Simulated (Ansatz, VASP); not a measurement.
## WSe2: VASP beside Ansatz

Contents of INCAR:

```
  PREC = Accurate
  ENCUT = 520
  EDIFF = 1E-7
  ISMEAR = 0
  SIGMA = 0.05
  LREAL = F
  LASPH = T
  NELM = 100
  ALGO = Normal
  ISIF = 2
  LWAVE = F
  LCHARG = F
  LDIPOL = T
  IDIPOL = 3
  DIPOL = 0.5 0.5 0.383
  GGA = PE
  IVDW = 12
  NBANDS = 35
```

KPOINTS

```
regular mesh
0
Gamma
  9 9 1
```

POSCAR

```
WSe2
1.0
    3.2854929709      0.0000000000      0.0000000000
   -1.6427464855      2.8453203767      0.0000000000
    0.0000000000      0.0000000000     24.2386466774
Se W
4 2
Direct
    0.3333333333      0.6666666667      0.1856539294
    0.3333333333      0.6666666667      0.3246601777
    1.2222222222     -0.2222222222      0.4405907426
    1.2222222222     -0.2222222222      0.5795969909
    0.6666666667      0.3333333333      0.2551570536
    1.5555555556     -0.5555555556      0.5100938667
```

Input for Ansatz:

```yaml
crystal:
  lattice:
    - [3.2854929709, 0.0, 0.0]
    - [-1.6427464855, 2.8453203767, 0.0]
    - [0.0, 0.0, 24.2386466774]
  atoms:
    - { symbol: Se, position: [0.3333333333, 0.6666666667, 0.1856539294] }
    - { symbol: W, position: [0.6666666667, 0.3333333333, 0.2551570536] }
    - { symbol: Se, position: [0.3333333333, 0.6666666667, 0.3246601777] }
    - { symbol: Se, position: [1.2222222222, -0.2222222222, 0.4405907426] }
    - { symbol: W, position: [1.5555555556, -0.5555555556, 0.5100938667] }
    - { symbol: Se, position: [1.2222222222, -0.2222222222, 0.5795969909] }
basis:
  ecutwfc: 420
kpoints:
  mp_grid: { grid: [9, 9, 1] }
hamiltonian:
  xc: pbe
  pseudopotentials: { kind: paw, azcp: { folder: soft_1 } }
  dispersion: d3bj
scf:
  occupations: { method: gaussian, width: 0.05 }
output:
  forces: true
  eigenvalues: true
  write_density: true
  write_potential: true
  elf: true
  volumetric_format: npy
efield:
  axis: 3
  dipole_correction: true
  ramp_width: 0.04
```

Alike in both runs: task single point; functional PBE; dispersion D3(BJ); k mesh 9 × 9 × 1; occupations gaussian, width 0.05 eV; no spin polarisation.

|  | VASP | Ansatz |
| --- | --- | --- |
| version | VASP 6.6.1 | Ansatz 0.2.0 |
| potentials or method | VASP PAW PBE potentials, release 64 (Se, W_sv), cutoff 520 eV | scalar-relativistic, plane waves, PAW |
| valence electrons in the cell | 52 | 92 |

|  | VASP | Ansatz | Ansatz less VASP |
| --- | --- | --- | --- |
| gap on the k mesh at the Fermi level (eV) | 0.87 | 0.88 | +0.005 |
| least direct gap on the mesh (eV) | 1.59 | 1.60 | +0.004 |
| rms of the force components (eV/Å) | 0.355 | 0.369 | +0.0140 |

VASP's potentials hold 52 valence electrons a cell and Ansatz's 92, so a difference there can come from the potentials and not from the codes. Ansatz's warnings: xc potential rough in thin density.

Neither program's run includes spin-orbit coupling.
